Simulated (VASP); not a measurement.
# Te2Mo (P6_3/mmc) in VASP: single point with r2SCAN

Aim: the single point of Te2Mo with r2SCAN.

All numbers are computed with VASP 6.6.1; they aren't measurements. Logs are shortened: lines on timing, memory, paths and dates and some standing lists are left out, and cuts for length are marked.

## (1) The cell of the first run

The structure is hexagonal, space group P6_3/mmc (No. 194). The conventional cell has a = 3.542 Å, b = 3.542 Å, c = 14.177 Å, α = 90.00°, β = 90.00°, γ = 120.00°. Within 3.6 Å of Mo (site symmetry -6m2) lie 6 Te at 2.72 Å and 6 Mo at 3.54 Å. Te (site symmetry 3m) has 3 Mo at 2.72 Å and 7 Te at 3.54 to 3.59 Å within 3.6 Å.

## (2) Single point, r2SCAN

Input file POSCAR:

```
Te2Mo
1.0
    3.5421321080      0.0000000000      0.0000000000
   -1.7710660540      3.0675763891      0.0000000000
    0.0000000000      0.0000000000     14.1766477339
Mo Te
2 4
Direct
    0.3333333333      0.6666666667      0.2500000000
    0.6666666667      0.3333333333      0.7500000000
    0.6666666667      0.3333333333      0.3765847517
    0.6666666667      0.3333333333      0.1234152483
    0.3333333333      0.6666666667      0.8765847517
    0.3333333333      0.6666666667      0.6234152483
```

Input file INCAR.step1:

```
PREC = Accurate ; ENCUT = 520
ISMEAR = 0 ; SIGMA = 0.01
LREAL = False ; LASPH = True
NELM = 100 ; NBANDS = 35
GGA = PE ; ALGO = Normal
EDIFF = 1E-4 ; LWAVE = True
LCHARG = False
```

Input file INCAR.step2:

```
PREC = Accurate ; ENCUT = 520
EDIFF = 1E-7 ; ISMEAR = 0
SIGMA = 0.01 ; LREAL = False
LASPH = True ; NELM = 100
ALGO = Normal ; ISIF = 2
LWAVE = False ; LCHARG = True
METAGGA = R2SCAN ; LMIXTAU = True
LELF = True ; LVHAR = True
NBANDS = 35 ; ISTART = 1
```

Input file KPOINTS:

```
Automatic mesh
0
Gamma
  12 12 2
```

Potentials or basis: VASP PAW PBE potentials, release 64 (Mo_sv, Te).

Launch:

```
$ cat potpaw_PBE.64/Mo_sv/POTCAR potpaw_PBE.64/Te/POTCAR > POTCAR
$ cp INCAR.step1 INCAR
$ mpirun -np 1 vasp_std > vasp.out
$ cp INCAR.step2 INCAR
$ mpirun -np 1 vasp_std > vasp.out
```

OUTCAR:

```text
PREC = Accurate
   ENCUT = 520
   EDIFF = 1E-7
   ISMEAR = 0
   LREAL = False
   LASPH = True
   NELM = 100
   ISIF = 2
   METAGGA = R2SCAN
   ISTART = 1

 ion  position               nearest neighbor table
   1  0.333  0.667  0.250-   3 2.72   4 2.72   3 2.72   4 2.72   3 2.72   4 2.72
   2  0.667  0.333  0.750-   5 2.72   6 2.72   5 2.72   6 2.72   5 2.72   6 2.72
   3  0.667  0.333  0.377-   1 2.72   1 2.72   1 2.72   4 3.59
   4  0.667  0.333  0.123-   1 2.72   1 2.72   1 2.72   3 3.59
   5  0.333  0.667  0.877-   2 2.72   2 2.72   2 2.72   6 3.59
   6  0.333  0.667  0.623-   2 2.72   2 2.72   2 2.72   5 3.59

  LATTYP: Found a hexagonal cell.
 ALAT       =     3.5421321080
 C/A-ratio  =     4.0022922075

  Lattice vectors:

 A1 = (   3.5421321080,   0.0000000000,   0.0000000000)
 A2 = (  -1.7710660540,   3.0675763891,   0.0000000000)
 A3 = (   0.0000000000,   0.0000000000,  14.1766477339)

Analysis of symmetry for initial positions (statically):
=====================================================================
 Subroutine PRICEL returns:
 Original cell was already a primitive cell.

 Routine SETGRP: Setting up the symmetry group for a
 hexagonal supercell.

 Subroutine GETGRP returns: Found 24 space group operations
 (whereof 12 operations were pure point group operations)
 out of a pool of 24 trial point group operations.

The static configuration has the point symmetry D_3d.
 The point group associated with its full space group is D_6h.

Analysis of symmetry for dynamics (positions and initial velocities):
=====================================================================
 Subroutine PRICEL returns:
 Original cell was already a primitive cell.

 Routine SETGRP: Setting up the symmetry group for a
 hexagonal supercell.

 Subroutine GETGRP returns: Found 24 space group operations
 (whereof 12 operations were pure point group operations)
 out of a pool of 24 trial point group operations.

The dynamic configuration has the point symmetry D_3d.
 The point group associated with its full space group is D_6h.

 Subroutine INISYM returns: Found 24 space group operations
 (whereof 12 operations are pure point group operations),
 and found     1 'primitive' translations

----------------------------------------------------------------------------------------

                                     Primitive cell

[... 95 lines left out ...]
   LASPH  =      T    aspherical Exc in radial PAW
   ENCUT  =  520.0 eV  38.22 Ry    6.18 a.u.   6.59  6.59 26.36*2*pi/ulx,y,z
   NELM   =    100;   NELMIN=  2; NELMDL=  0     # of ELM steps
   EDIFF  = 0.1E-06   stopping-criterion for ELM
   LREAL  =      F    real-space projection
   EDIFFG = 0.1E-05   stopping-criterion for IOM
   NSW    =      0    number of steps for IOM
   IBRION =     -1    ionic relax: 0-MD 1-quasi-New 2-CG
   NFREE  =      0    steps in history (QN), initial steepest desc. (CG)
   ISIF   =      2    stress and relaxation
   ISYM   =      2    0-nonsym 1-usesym 2-fastsym
   POTIM  = 0.5000    time-step for ionic-motion
   TEBEG  =    0.0;   TEEND  =   0.0 temperature during run
   PSTRESS=    0.0 pullay stress
   NELECT =      52.0000    total number of electrons
   NUPDOWN=      -1.0000    fix difference up-down
   EMIN   =  10.00;   EMAX   =-10.00  energy-range for DOS
   EFERMI =   0.00;   METHOD = LEGACY
   ISMEAR =     0;   SIGMA  =   0.01  broadening in eV -4-tet -1-fermi 0-gaus
   EFERMI_NEDOS =   21; number of points for ismear=-14 and -15
   IALGO  =     38    algorithm
   IMIX   =      4    mixing-type and parameters
     AMIX     =   0.40;   BMIX     =  1.00
     AMIX_MAG =   1.60;   BMIX_MAG =  1.00
  volume/ion in A,a.u.               =      25.67       173.25
  Fermi-wavevector in a.u.,A,eV,Ry     =   1.139895  2.154089 17.678864  1.299360
  Thomas-Fermi vector in A             =   2.276597
   LORBIT       =      0    0 simple, 1 ext, 2 COOP (PROOUT), +10 PAW based schemes
   METAGGA = R2SCAN    functional components
   LHFCALC =     F    Hartree Fock is set to
   AEXX    =    0.0000 exact exchange contribution
   IVDW    =     0    specifies the selected vdW correction
   LEPSILON=     F    determine dielectric tensor
   LRPA    =     F    only Hartree local field effects (RPA)
 non-spin polarized calculation
 Gauss-broadening in eV      SIGMA  =   0.01
  energy-cutoff  :      520.00
  volume of cell :      154.04
 maximum number of plane-waves:      4205
 NGX is ok and might be reduce to    28
   NGX = 13   NGY = 13   NGZ = 53

 number of electron      52.0000003 magnetization

 Free energy of the ion-electron system (eV)
  ---------------------------------------------------
  ext. energy  EPLUGINS =         0.00000000
  ---------------------------------------------------
  free energy    TOTEN  =      -155.63671107 eV

  energy without entropy =     -155.63671107  energy(sigma->0) =     -155.63671107

 E-fermi :   7.9235     XC(G=0): -10.8508

 val. band max:        7.6916283486   @ k =   0.0000   0.0000   0.0000
 cond. band min:       8.6171419372   @ k =   0.2500   0.1667   0.0000
 fundamental gap:      0.9255135886
 Fermi energy:         7.9234510069

 k-point     1 :       0.0000    0.0000    0.0000
  band No.  band energies     occupation
      1     -55.0922      2.00000
      2     -55.0922      2.00000
      3     -28.5229      2.00000
      4     -28.5229      2.00000
      5     -28.4196      2.00000
      6     -28.4196      2.00000
[... 901 lines left out ...]
     34      11.3196      0.00000
     35      13.3017      0.00000

 [... further k-points ...]
[... 5 lines left out ...]
  --------------------------------------------------------------------------------------
  -------------------------------------------------------------------------------------
  Total        1.2362528      1.2362528      1.2170889      0.0000000     -0.0000000      0.0000000
  in kB       12.8583182     12.8583182     12.6589940      0.0000000     -0.0000000      0.0000000
  external PRESSURE =      12.7918768 kB  Pullay stress =       0.0000000 kB

 VOLUME and BASIS-vectors are now :
 -----------------------------------------------------------------------------
  energy-cutoff  :      520.00
  volume of cell :      154.04
      direct lattice vectors                 reciprocal lattice vectors
     3.542132108  0.000000000  0.000000000     0.282315840  0.162995126  0.000000000
    -1.771066054  3.067576389  0.000000000     0.000000000  0.325990252  0.000000000
     0.000000000  0.000000000 14.176647734     0.000000000  0.000000000  0.070538538

 POSITION                                       TOTAL-FORCE (eV/Angst)
 -----------------------------------------------------------------------------------
     -0.00000      2.04505      3.54416         0.000000      0.000000      0.000000
      1.77107      1.02253     10.63249        -0.000000      0.000000      0.000000
      1.77107      1.02253      5.33871         0.000000     -0.000000     -0.007905
      1.77107      1.02253      1.74961         0.000000     -0.000000      0.007905
     -0.00000      2.04505     12.42703         0.000000      0.000000     -0.007905
     -0.00000      2.04505      8.83794         0.000000      0.000000      0.007905
 -----------------------------------------------------------------------------------
    total drift:                               -0.000000      0.000000     -0.000000

  FREE ENERGIE OF THE ION-ELECTRON SYSTEM (eV)
  ---------------------------------------------------
  free  energy   TOTEN  =      -155.6367110743 eV

  energy  without entropy=     -155.6367110743  energy(sigma->0) =     -155.63671107
```

OUTCAR.step1:

```text
PREC = Accurate
   ENCUT = 520
   ISMEAR = 0
   LREAL = False
   LASPH = True
[... 1151 lines left out ...]
      1.77107      1.02253      5.33871         0.000000     -0.000000      0.217557
      1.77107      1.02253      1.74961         0.000000     -0.000000     -0.217557
     -0.00000      2.04505     12.42703         0.000000     -0.000000      0.217557
     -0.00000      2.04505      8.83794         0.000000     -0.000000     -0.217557
 -----------------------------------------------------------------------------------
    total drift:                               -0.000000      0.000000     -0.000000

  FREE ENERGIE OF THE ION-ELECTRON SYSTEM (eV)
  ---------------------------------------------------
  free  energy   TOTEN  =       -36.0294491849 eV

  energy  without entropy=      -36.0294491849  energy(sigma->0) =      -36.02944918
```

OSZICAR.step1:

```text
N       E                     dE             d eps       ncg     rms          rms(c)
DAV:   1     0.395039558672E+03    0.39504E+03   -0.26845E+04  3036   0.132E+03
DAV:   2    -0.154155403258E+02   -0.41046E+03   -0.39738E+03  3249   0.319E+02
DAV:   3    -0.367985462524E+02   -0.21383E+02   -0.20936E+02  3285   0.632E+01
DAV:   4    -0.372922525547E+02   -0.49371E+00   -0.49177E+00  3115   0.955E+00
DAV:   5    -0.373045167981E+02   -0.12264E-01   -0.12259E-01  3380   0.155E+00    0.213E+01
DAV:   6    -0.365524623358E+02    0.75205E+00   -0.60142E+00  2905   0.134E+01    0.883E+00
DAV:   7    -0.364624254478E+02    0.90037E-01   -0.49759E+00  2795   0.109E+01    0.619E+00
DAV:   8    -0.360324049451E+02    0.43002E+00   -0.94089E-01  2817   0.535E+00    0.257E+00
DAV:   9    -0.360366007052E+02   -0.41958E-02   -0.21171E-01  3114   0.209E+00    0.106E+00
DAV:  10    -0.360291370060E+02    0.74637E-02   -0.31984E-02  2863   0.105E+00    0.353E-01
DAV:  11    -0.360295290403E+02   -0.39203E-03   -0.20661E-03  2959   0.217E-01    0.168E-01
DAV:  12    -0.360294491849E+02    0.79855E-04   -0.13110E-04  1862   0.609E-02
   1 F= -.36029449E+02 E0= -.36029449E+02  d E =-.568486-160
```

It took 14 min on 1 thread of Intel Xeon Platinum 8488C (Sapphire Rapids), shared host; peak memory 0.41 GiB.

What came out:

```
Free energy            : -155.6367 eV
Pressure               : 1.3 GPa
Largest force          : 0.008 eV/Å
Band gap on the k mesh : 0.93 eV, indirect (least direct gap 1.09 eV)
```

Forces on the atoms (eV/Å):
```
Mo   0.000  0.000  0.000
Mo   0.000  0.000  0.000
Te   0.000  0.000 -0.008
Te   0.000  0.000  0.008
Te   0.000  0.000 -0.008
Te   0.000  0.000  0.008
```

Caveat: the PAW data sets were made with another functional, which shifts forces and pressure a little; spin-orbit coupling is left out, which moves the levels of the heavy elements. A k mesh can miss the band edges.
